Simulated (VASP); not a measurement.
# Mo (P6_3/mmc) in VASP: a series of runs, part 2 of 2

VASP 6.6.1. The steps go on from the part before.

## Step 3: Single point, r2SCAN

This run uses another cell than the first one, of 16.24 Å³/atom, 1.004 times its volume.

POSCAR reads:

```
Mo
1.0
    2.8588893447      0.0000000000      0.0000000000
   -1.4294446723      2.4758707991      0.0000000000
    0.0000000000      0.0000000000      9.1769516123
Mo
4
Direct
    0.3333333333      0.6666666667      0.3817226752
    0.6666666667      0.3333333333      0.8817226752
    0.6666666667      0.3333333333      0.6182773248
    0.3333333333      0.6666666667      0.1182773248
```

INCAR.step1 reads:

```
SYSTEM = Mo
  PREC = Accurate
  ENCUT = 520
  ISMEAR = 0
  SIGMA = 0.1
  LREAL = .FALSE.
  LASPH = .TRUE.
  NELM = 80
  NBANDS = 36
  GGA = PE
  ALGO = Normal
  EDIFF = 1E-4
  LWAVE = .TRUE.
  LCHARG = .FALSE.
```

INCAR.step2 reads:

```
SYSTEM = Mo
  PREC = Accurate
  ENCUT = 520
  EDIFF = 1E-7
  ISMEAR = 0
  SIGMA = 0.1
  LREAL = .FALSE.
  LASPH = .TRUE.
  NELM = 80
  ALGO = Normal
  ISIF = 2
  LWAVE = .FALSE.
  LCHARG = .FALSE.
  METAGGA = R2SCAN
  LMIXTAU = .TRUE.
  NBANDS = 36
  ISTART = 1
```

KPOINTS reads:

```
regular mesh
0
G
  6 6 4
  0 0 0
```

Potentials or basis: VASP PAW PBE potentials, release 64 (Mo_sv).

Run with:

```console
$ cat potpaw_PBE.64/Mo_sv/POTCAR > POTCAR
$ cp INCAR.step1 INCAR
$ mpirun -np 1 vasp_std > vasp.out
$ cp INCAR.step2 INCAR
$ mpirun -np 1 vasp_std > vasp.out
```

OUTCAR:

```text
SYSTEM = Mo
   PREC = Accurate
   ENCUT = 520
   EDIFF = 1E-7
   ISMEAR = 0
   LREAL = .FALSE.
   LASPH = .TRUE.
   NELM = 80
   ISIF = 2
   METAGGA = R2SCAN
   ISTART = 1

 ion  position               nearest neighbor table
   1  0.333  0.667  0.382-   4 2.42   3 2.73   3 2.73   3 2.73
   2  0.667  0.333  0.882-   3 2.42   4 2.73   4 2.73   4 2.73
   3  0.667  0.333  0.618-   2 2.42   1 2.73   1 2.73   1 2.73
   4  0.333  0.667  0.118-   1 2.42   2 2.73   2 2.73   2 2.73

  LATTYP: Found a hexagonal cell.
 ALAT       =     2.8588893447
 C/A-ratio  =     3.2099709033

  Lattice vectors:

 A1 = (   2.8588893447,   0.0000000000,   0.0000000000)
 A2 = (  -1.4294446723,   2.4758707991,   0.0000000000)
 A3 = (   0.0000000000,   0.0000000000,   9.1769516123)

Analysis of symmetry for initial positions (statically):
=====================================================================
 Subroutine PRICEL returns:
 Original cell was already a primitive cell.

 Routine SETGRP: Setting up the symmetry group for a
 hexagonal supercell.

 Subroutine GETGRP returns: Found 24 space group operations
 (whereof 12 operations were pure point group operations)
 out of a pool of 24 trial point group operations.

The static configuration has the point symmetry D_3d.
 The point group associated with its full space group is D_6h.

Analysis of symmetry for dynamics (positions and initial velocities):
=====================================================================
 Subroutine PRICEL returns:
 Original cell was already a primitive cell.

 Routine SETGRP: Setting up the symmetry group for a
 hexagonal supercell.

 Subroutine GETGRP returns: Found 24 space group operations
 (whereof 12 operations were pure point group operations)
 out of a pool of 24 trial point group operations.

The dynamic configuration has the point symmetry D_3d.
 The point group associated with its full space group is D_6h.

 Subroutine INISYM returns: Found 24 space group operations
 (whereof 12 operations are pure point group operations),
 and found     1 'primitive' translations

----------------------------------------------------------------------------------------

                                     Primitive cell

  volume of cell :      64.9567

  direct lattice vectors                    reciprocal lattice vectors
     2.858889345  0.000000000  0.000000000     0.349786186  0.201949149  0.000000000
    -1.429444672  2.475870799  0.000000000     0.000000000  0.403898297  0.000000000
     0.000000000  0.000000000  9.176951612     0.000000000  0.000000000  0.108968647

  length of vectors
     2.858889345  2.858889345  9.176951612     0.403898297  0.403898297  0.108968647

  position of ions in fractional coordinates (direct lattice)
     0.333333333  0.666666667  0.381722675
     0.666666667  0.333333333  0.881722675
     0.666666667  0.333333333  0.618277325
     0.333333333  0.666666667  0.118277325

  ion indices of the primitive-cell ions
   primitive index   ion index
                 1           1
                 2           2
                 3           3
                 4           4

----------------------------------------------------------------------------------------

 KPOINTS: regular mesh

Automatic generation of k-mesh.
 Grid dimensions read from file:
 generate k-points for:    6    6    4

 Generating k-lattice:

  Cartesian coordinates                     Fractional coordinates (reciprocal lattice)
     0.058297698  0.033658191  0.000000000     0.166666667 -0.000000000  0.000000000
     0.000000000  0.067316383  0.000000000     0.000000000  0.166666667  0.000000000
     0.000000000  0.000000000  0.027242162     0.000000000  0.000000000  0.250000000

  Length of vectors
     0.067316383  0.067316383  0.027242162

  Shift w.r.t. Gamma in fractional coordinates (k-lattice)
     0.000000000  0.000000000  0.000000000

 Subroutine IBZKPT returns following result:
 ===========================================

 Found     21 irreducible k-points:

 Following reciprocal coordinates:
            Coordinates               Weight
  0.000000  0.000000  0.000000      1.000000
  0.166667  0.000000  0.000000      6.000000
  0.333333 -0.000000  0.000000      6.000000
  0.500000 -0.000000  0.000000      3.000000
  0.166667  0.166667  0.000000      6.000000
  0.333333  0.166667  0.000000     12.000000
[... 13 lines left out ...]
  0.333333  0.166667  0.500000     12.000000
  0.333333  0.333333  0.500000      2.000000
   k-points           NKPTS =     21   k-points in BZ     NKDIM =     21   number of bands    NBANDS=     36
   number of dos      NEDOS =    301   number of ions     NIONS =      4
   total plane-waves  NPLWV =  40320
   dimension x,y,z NGX =    24 NGY =   24 NGZ =   70
   dimension x,y,z NGXF=    48 NGYF=   48 NGZF=  140
   ions per type =               4
   NGX,Y,Z   is equivalent  to a cutoff of  13.96, 13.96, 12.68 a.u.
   NGXF,Y,Z  is equivalent  to a cutoff of  27.91, 27.91, 25.36 a.u.
 SYSTEM =  Mo
   PREC   = accura    normal or accurate (medium, high low for compatibility)
   ISTART =      1    job   : 0-new  1-cont  2-samecut
   ICHARG =      0    charge: 1-file 2-atom 10-const
   ISPIN  =      1    spin polarized calculation?
   LNONCOLLINEAR =      F non collinear calculations
   LSORBIT =      F    spin-orbit coupling
   LASPH  =      T    aspherical Exc in radial PAW
   ENCUT  =  520.0 eV  38.22 Ry    6.18 a.u.   5.32  5.32 17.06*2*pi/ulx,y,z
   NELM   =     80;   NELMIN=  2; NELMDL=  0     # of ELM steps
   EDIFF  = 0.1E-06   stopping-criterion for ELM
   LREAL  =      F    real-space projection
   EDIFFG = 0.1E-05   stopping-criterion for IOM
   NSW    =      0    number of steps for IOM
   IBRION =     -1    ionic relax: 0-MD 1-quasi-New 2-CG
   NFREE  =      0    steps in history (QN), initial steepest desc. (CG)
   ISIF   =      2    stress and relaxation
   ISYM   =      2    0-nonsym 1-usesym 2-fastsym
   POTIM  = 0.5000    time-step for ionic-motion
   TEBEG  =    0.0;   TEEND  =   0.0 temperature during run
   PSTRESS=    0.0 pullay stress
   NELECT =      56.0000    total number of electrons
   NUPDOWN=      -1.0000    fix difference up-down
   EMIN   =  10.00;   EMAX   =-10.00  energy-range for DOS
   EFERMI =   0.00;   METHOD = LEGACY
   ISMEAR =     0;   SIGMA  =   0.10  broadening in eV -4-tet -1-fermi 0-gaus
   EFERMI_NEDOS =   21; number of points for ismear=-14 and -15
   IALGO  =     38    algorithm
   IMIX   =      4    mixing-type and parameters
     AMIX     =   0.40;   BMIX     =  1.00
     AMIX_MAG =   1.60;   BMIX_MAG =  1.00
  volume/ion in A,a.u.               =      16.24       109.59
  Fermi-wavevector in a.u.,A,eV,Ry     =   1.558103  2.944388 33.030672  2.427686
  Thomas-Fermi vector in A             =   2.661657
   LORBIT       =      0    0 simple, 1 ext, 2 COOP (PROOUT), +10 PAW based schemes
   METAGGA = R2SCAN    functional components
   LHFCALC =     F    Hartree Fock is set to
   AEXX    =    0.0000 exact exchange contribution
   IVDW    =     0    specifies the selected vdW correction
   LEPSILON=     F    determine dielectric tensor
   LRPA    =     F    only Hartree local field effects (RPA)
 non-spin polarized calculation
 Gauss-broadening in eV      SIGMA  =   0.10
  energy-cutoff  :      520.00
  volume of cell :       64.96
 maximum number of plane-waves:      1770
 NGX is ok and might be reduce to    24
   NGX = 11   NGY = 11   NGZ = 35

 number of electron      56.0000003 magnetization

 Free energy of the ion-electron system (eV)
  ---------------------------------------------------
  ext. energy  EPLUGINS =         0.00000000
  ---------------------------------------------------
  free energy    TOTEN  =      -101.15506150 eV

  energy without entropy =     -101.13701380  energy(sigma->0) =     -101.14603765

 E-fermi :  11.7346     XC(G=0): -14.2860

 val. band max:       11.6419675006   @ k =   0.1667   0.0000   0.5000
 cond. band min:      11.7458852715   @ k =   0.1667   0.0000   0.2500
 fundamental gap:      0.1039177709
 Fermi energy:        11.7346196975

 k-point     1 :       0.0000    0.0000    0.0000
  band No.  band energies     occupation
      1     -51.1133      2.00000
      2     -50.9283      2.00000
      3     -50.8859      2.00000
      4     -50.6926      2.00000
      5     -25.5686      2.00000
      6     -24.7049      2.00000
[... 808 lines left out ...]
     35      16.1320      0.00000
     36      16.1320      0.00000

------------------------ aborting loop because EDIFF is reached ----------------------------------------

  FORCE on cell =-STRESS in cart. coord.  units (eV):
  Direction    XX          YY          ZZ          XY          YZ          ZX
  --------------------------------------------------------------------------------------
  -------------------------------------------------------------------------------------
  Total        0.3024797      0.3024797      0.7236520      0.0000000      0.0000000      0.0000000
  in kB        7.4607606      7.4607606     17.8491111      0.0000000      0.0000000      0.0000000
  external PRESSURE =      10.9235441 kB  Pullay stress =       0.0000000 kB

 VOLUME and BASIS-vectors are now :
 -----------------------------------------------------------------------------
  energy-cutoff  :      520.00
  volume of cell :       64.96
      direct lattice vectors                 reciprocal lattice vectors
     2.858889345  0.000000000  0.000000000     0.349786186  0.201949149  0.000000000
    -1.429444672  2.475870799  0.000000000     0.000000000  0.403898297  0.000000000
     0.000000000  0.000000000  9.176951612     0.000000000  0.000000000  0.108968647

 POSITION                                       TOTAL-FORCE (eV/Angst)
 -----------------------------------------------------------------------------------
     -0.00000      1.65058      3.50305        -0.000000      0.000000      0.066252
      1.42944      0.82529      8.09153         0.000000     -0.000000      0.066252
      1.42944      0.82529      5.67390         0.000000     -0.000000     -0.066252
     -0.00000      1.65058      1.08543        -0.000000     -0.000000     -0.066252
 -----------------------------------------------------------------------------------
    total drift:                               -0.000000      0.000000     -0.000000

  FREE ENERGIE OF THE ION-ELECTRON SYSTEM (eV)
  ---------------------------------------------------
  free  energy   TOTEN  =      -101.1550614970 eV

  energy  without entropy=     -101.1370138006  energy(sigma->0) =     -101.14603765
```

It took 88 s on 1 thread of Intel Xeon 6975P-C (Granite Rapids), shared host; peak memory 0.21 GiB.

What came out:

* Free energy: -101.1551 eV
* Pressure: 1.1 GPa
* Largest force: 0.066 eV/Å
* Band gap on the k mesh: zero (band 28 reaches 12.41 eV, above the bottom of band 29 at 11.12 eV)

Forces on the atoms (eV/Å):
```
Mo   0.000  0.000  0.066
Mo   0.000  0.000  0.066
Mo   0.000  0.000 -0.066
Mo   0.000  0.000 -0.066
```

Stress tensor (GPa, compression positive):
```
0.75 0.00 0.00
0.00 0.75 0.00
0.00 0.00 1.78
```

Caveat: the k points lie up to 0.42 Å⁻¹ apart; the PAW data sets were made with another functional, which shifts forces and pressure a little.

## Step 4: Single point, r2SCAN

This run uses another cell than the first one, of 16.38 Å³/atom, 1.013 times its volume.

POSCAR reads:

```
Mo
1.0
    2.7262455053      0.0000000000      0.0000000000
   -1.3631227526      2.3609978646      0.0000000000
    0.0000000000      0.0000000000     10.1789035456
Mo
4
Direct
    0.3333333333      0.6666666667      0.3788700994
    0.6666666667      0.3333333333      0.8788700994
    0.6666666667      0.3333333333      0.6211299006
    0.3333333333      0.6666666667      0.1211299006
```

INCAR.step1 reads:

```
  ALGO = Normal
  EDIFF = 1E-4
  ENCUT = 520
  GGA = PE
  ISMEAR = 0
  LASPH = T
  LCHARG = F
  LREAL = F
  LWAVE = T
  NBANDS = 36
  NELM = 80
  PREC = Accurate
  SIGMA = 0.1
```

INCAR.step2 reads:

```
  ALGO = Normal
  EDIFF = 1E-6
  ENCUT = 520
  ISIF = 2
  ISMEAR = 0
  ISTART = 1
  LASPH = T
  LCHARG = T
  LELF = T
  LMIXTAU = T
  LREAL = F
  LVHAR = T
  LWAVE = F
  METAGGA = R2SCAN
  NBANDS = 36
  NELM = 80
  PREC = Accurate
  SIGMA = 0.1
```

KPOINTS reads:

```
k-points
0
Gamma
  9 9 2
```

Run with:

```console
$ cat potpaw_PBE.64/Mo_sv/POTCAR > POTCAR
$ cp INCAR.step1 INCAR
$ mpirun -np 1 vasp_std > vasp.out
$ cp INCAR.step2 INCAR
$ mpirun -np 1 vasp_std > vasp.out
```

Wall time 96 s (1 thread of Intel Xeon 6975P-C (Granite Rapids), shared host); peak memory 0.19 GiB.

Results (log left out):

| Quantity | Value |
| --- | --- |
| Free energy | -101.2280 eV |
| Pressure | 1.0 GPa |
| Largest force | 0.016 eV/Å |
| Band gap on the k mesh | zero (band 28 reaches 13.00 eV, above the bottom of band 29 at 11.20 eV) |

Forces in eV/Å, atoms in the order of the input:
```
Mo   0.000  0.000  0.016
Mo   0.000  0.000  0.016
Mo   0.000  0.000 -0.016
Mo   0.000  0.000 -0.016
```

Stress tensor (GPa, compression positive):
```
1.07 0.00 0.00
0.00 1.07 0.00
0.00 0.00 0.76
```

Levels at points of the mesh, in eV from the Fermi level:
```tsv
k point	band 25	band 26	band 27	band 28	band 29	band 30	band 31	band 32
(0.00, 0.00, 0.00)	-0.86	-0.66	-0.66	-0.51	-0.51	-0.28	-0.28	-0.13
(0.00, 0.00, 0.50)	-0.77	-0.77	-0.77	-0.77	-0.39	-0.39	-0.39	-0.39
```

Caveat: the PAW data sets were made with another functional, which shifts forces and pressure a little.

## Step 5: Relaxation of cell and atoms, r2SCAN

This run uses another cell than the first one, of 16.24 Å³/atom, 1.004 times its volume.

POSCAR reads:

```
Mo
1.0
    2.8588893447      0.0000000000      0.0000000000
   -1.4294446723      2.4758707991      0.0000000000
    0.0000000000      0.0000000000      9.1769516123
Mo
4
Direct
    0.3333333333      0.6666666667      0.3817226752
    0.6666666667      0.3333333333      0.8817226752
    0.6666666667      0.3333333333      0.6182773248
    0.3333333333      0.6666666667      0.1182773248
```

INCAR.step1 reads:

```
ALGO     = Normal         # electronic algorithm
EDIFF    = 1E-4           # SCF threshold, eV
ENCUT    = 600            # plane-wave cutoff, eV
GGA      = PE             # functional
ISMEAR   = 0              # smearing method
LASPH    = T              # aspherical terms in the spheres
LCHARG   = F              # write CHGCAR
LREAL    = F              # projectors in reciprocal space
LWAVE    = T              # write WAVECAR
NELM     = 60             # most SCF steps
PREC     = Accurate       # precision mode
SIGMA    = 0.1            # smearing width, eV
```

INCAR.step2 reads:

```
ALGO     = Normal         # electronic algorithm
EDIFF    = 1E-6           # SCF threshold, eV
EDIFFG   = -0.04          # ionic threshold
ENCUT    = 600            # plane-wave cutoff, eV
IBRION   = 2              # ionic algorithm
ISIF     = 3              # what is computed and relaxed
ISMEAR   = 0              # smearing method
ISTART   = 1            
LASPH    = T              # aspherical terms in the spheres
LCHARG   = F              # write CHGCAR
LMIXTAU  = T            
LREAL    = F              # projectors in reciprocal space
LWAVE    = F              # write WAVECAR
METAGGA  = R2SCAN         # meta-GGA
NELM     = 60             # most SCF steps
NSW      = 90             # ionic steps
PREC     = Accurate       # precision mode
SIGMA    = 0.1            # smearing width, eV
```

KPOINTS is that of step 4.

Run with:

```console
$ cat potpaw_PBE.64/Mo_sv/POTCAR > POTCAR
$ cp INCAR.step1 INCAR
$ mpirun -np 1 vasp_std > vasp.out
$ cp INCAR.step2 INCAR
$ mpirun -np 1 vasp_std > vasp.out
```

It took 29 min on 1 thread of Intel Xeon 6975P-C (Granite Rapids), shared host; peak memory 0.24 GiB.

Results (log left out):

* Free energy: -101.2209 eV
* Relaxed volume: 16.44 Å³/atom
* Relaxed cell: a = 2.728 Å, b = 2.728 Å, c = 10.200 Å, α = 90.00°, β = 90.00°, γ = 120.00°
* Space group after relaxing (to 0.05 Å): P6_3/mmc (No. 194)
* Energy gained by relaxing: 54.5 meV/atom
* Ionic steps: 22
* Pressure after relaxing: 0.2 GPa
* Largest force after relaxing: 0.004 eV/Å
* Band gap on the k mesh: zero (band 28 reaches 12.94 eV, above the bottom of band 29 at 11.15 eV)

Forces on the atoms (eV/Å):
```
Mo   0.000  0.000  0.004
Mo   0.000  0.000  0.004
Mo   0.000  0.000 -0.004
Mo   0.000  0.000 -0.004
```

Stress tensor (GPa, compression positive):
```
 0.37  0.00  0.00
 0.00  0.37  0.00
 0.00  0.00 -0.28
```

The path:
```csv
step,energy change (eV),largest force (eV/Å),pressure (GPa),volume (Å³)
1,0.0000,0.1384,2.47,64.96
2,0.0146,0.0340,-6.31,67.33
3,-0.0126,0.1272,-1.26,65.92
4,-0.0276,0.0143,-1.08,65.61
5,-0.0303,0.0719,-0.89,65.48
6,-0.0460,0.1003,0.01,65.21
7,-0.1117,0.1873,2.26,64.63
8,-0.0909,0.9328,9.09,63.38
9,-0.1371,0.4913,4.93,64.07
10,-0.1395,0.5241,4.99,64.08
11,-0.1444,0.6257,5.22,64.12
12,-0.1432,0.7962,5.82,64.19
13,-0.1459,0.7072,5.45,64.16
14,-0.1540,0.6866,4.90,64.31
15,-0.1745,0.6255,3.29,64.79
16,-0.1974,0.5022,0.14,65.73
17,-0.1989,0.4575,-0.97,66.08
18,-0.2031,0.4051,-0.79,66.02
19,-0.2125,0.2461,-0.21,65.85
20,-0.2163,0.0642,1.09,65.51
21,-0.2172,0.0246,0.68,65.61
22,-0.2180,0.0041,0.15,65.75
```

Final structure:
```
Mo
1.0
     2.72824    0.00000    0.00000
    -1.36412    2.36272    0.00000
     0.00000    0.00000   10.20030
Mo
4
Direct
  0.33333 0.66667 0.37894
  0.66667 0.33333 0.87894
  0.66667 0.33333 0.62106
  0.33333 0.66667 0.12106
```

Levels at points of the mesh, in eV from the Fermi level:
| k point | band 25 | band 26 | band 27 | band 28 | band 29 | band 30 | band 31 | band 32 |
| --- | --- | --- | --- | --- | --- | --- | --- | --- |
| (0.00, 0.00, 0.00) | -0.85 | -0.65 | -0.65 | -0.51 | -0.51 | -0.28 | -0.28 | -0.15 |
| (0.00, 0.00, 0.50) | -0.77 | -0.77 | -0.77 | -0.77 | -0.38 | -0.38 | -0.38 | -0.38 |

Caveat: the PAW data sets were made with another functional, which shifts forces and pressure a little.

## Step 6: Overview

| task | cell | k mesh | cutoff (eV) | gap on the mesh (eV) | pressure (GPa) | largest force (eV/Å) |
| --- | --- | --- | --- | --- | --- | --- |
| single point | a = 3.564, b = 3.564, c = 5.880 Å, angles 90.0, 90.0, 120.0°, 4 atoms | 6 × 6 × 4 | 520 | none | 77.8 | 1.71 |
| single point | a = 2.859, b = 2.859, c = 9.177 Å, angles 90.0, 90.0, 120.0°, 4 atoms | 6 × 6 × 4 | 520 | none | 1.1 | 0.07 |
| single point | a = 2.726, b = 2.726, c = 10.179 Å, angles 90.0, 90.0, 120.0°, 4 atoms | 9 × 9 × 2 | 520 | none | 1.0 | 0.02 |
| relaxation of cell and atoms | relaxed from a = 2.859, b = 2.859, c = 9.177 Å, angles 90.0, 90.0, 120.0°, 4 atoms | 9 × 9 × 2 | 600 | none | 0.2 | - |

Alike in all rows: level r2SCAN; potentials or basis VASP PAW PBE potentials, release 64 (Mo_sv); no spin polarisation; smearing gaussian 0.1 eV.

Caveats: some runs use coarse meshes; the PAW data sets were made with another functional, which shifts forces and pressure a little.

Total energies depend on the potentials used, so only differences within one code and one set of settings carry meaning.
